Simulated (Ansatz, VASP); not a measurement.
# TiO2 in VASP and in Ansatz

```
Ti O
1.0
    -1.88890    1.88890    4.79172
     1.88890   -1.88890    4.79172
     1.88890    1.88890   -4.79172
Ti O
2 4
Cartesian
  0.0000 0.0000 0.0000
  0.0000 1.8889 2.3959
  0.0000 0.0000 1.9865
  0.0000 1.8889 4.3824
  0.0000 1.8889 0.4094
  0.0000 0.0000 7.5969
```

Alike in both runs: task single point; functional PBE; k mesh 8 × 8 × 8; no spin polarisation.

```csv
,VASP,Ansatz
version,VASP 6.6.1,Ansatz 0.2.0
potentials or method,"VASP PAW PBE potentials, release 64 (Ti_sv, O)","plane waves, PAW"
plane-wave cutoff (eV),520,420
occupations,"gaussian, width 0.01 eV",fixed
valence electrons in the cell,48,48
```

|  | VASP | Ansatz | Ansatz less VASP |
| --- | --- | --- | --- |
| gap on the k mesh at the Fermi level (eV) | 2.16 | 2.19 | +0.024 |

Ansatz's warnings: optics band completion.
